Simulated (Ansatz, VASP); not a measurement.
This is a calculation of Zr for VASP 6.6.1.

INCAR

```
SYSTEM = Zr
ALGO     = Normal         ! electronic algorithm
EDIFF    = 1E-6           ! SCF threshold, eV
ENCUT    = 520            ! plane-wave cutoff, eV
GGA      = PE             ! functional
ISIF     = 2              ! what is computed and relaxed
ISMEAR   = -1             ! smearing method
LASPH    = .TRUE.         ! aspherical terms in the spheres
LCHARG   = .TRUE.         ! write CHGCAR
LELF     = .TRUE.         ! ELF
LREAL    = .FALSE.        ! projectors in reciprocal space
LVHAR    = .TRUE.       
LWAVE    = .FALSE.        ! write WAVECAR
NBANDS   = 19             ! bands
NELM     = 80             ! most SCF steps
PREC     = Accurate       ! precision mode
SIGMA    = 0.02           ! smearing width, eV
```

KPOINTS

```
k-points
0
G
  6 6 4
  0 0 0
```

The input POSCAR:

```
Zr
1.0
    3.2320000000      0.0000000000      0.0000000000
   -1.6160000000      2.7989941050      0.0000000000
    0.0000000000      0.0000000000      5.1470000000
Zr
2
Direct
    0.6666666667      0.3333333333      0.7500000000
    0.3333333333      0.6666666667      0.2500000000
```

Potentials or basis: VASP PAW PBE potentials, release 64 (Zr_sv).

Command:

```bash
$ cat potpaw_PBE.64/Zr_sv/POTCAR > POTCAR
$ mpirun -np 1 vasp_std > vasp.out
```

Translate it to Ansatz 0.2.0. Potentials there: all-electron LAPW, scalar-relativistic.

As run (the cutoff follows the program's own potentials):

File input.yaml:

```yaml
crystal:
  lattice:
    - [3.232, 0.0, 0.0]
    - [-1.616, 2.798994105, 0.0]
    - [0.0, 0.0, 5.147]
  atoms:
    - { symbol: Zr, position: [0.6666666667, 0.3333333333, 0.75] }
    - { symbol: Zr, position: [0.3333333333, 0.6666666667, 0.25] }
kpoints:
  mp_grid: { grid: [6, 6, 4] }
scf:
  occupations: { method: fermi_dirac, width: 0.02 }
hamiltonian:
  xc: pbe
  pseudopotentials: { kind: all_electron, lapw: { basis_error: 0.004 } }
output:
  forces: true
  stress: true
  eigenvalues: true
```

Potentials or basis: all-electron LAPW, scalar-relativistic.

The run is started by

```bash
$ ansatz run input.yaml --threads 1 --pin off --max-ram 3072MiB --backend cpu --events-out ev --progress --plain --runs-dir out
```

Both were run:

|  | VASP | Ansatz | Ansatz less VASP |
| --- | --- | --- | --- |
| gap on the k mesh at the Fermi level (eV) | none | none | - |
| pressure (GPa) | 0.3 | 0.3 | -0.01 |
| traceless stress, the component that is largest in VASP (GPa) | 0.45 | 0.45 | 0.000 |

A gap of «none» marks a metal or a gap that the smearing closes. Ansatz ran all-electron here, and VASP with PAW potentials.

The k mesh is coarse, so the values compare programs but aren't converged. Noted on Ansatz's run: the k mesh is thin for a metal, which can move the energy by tens of meV per atom.
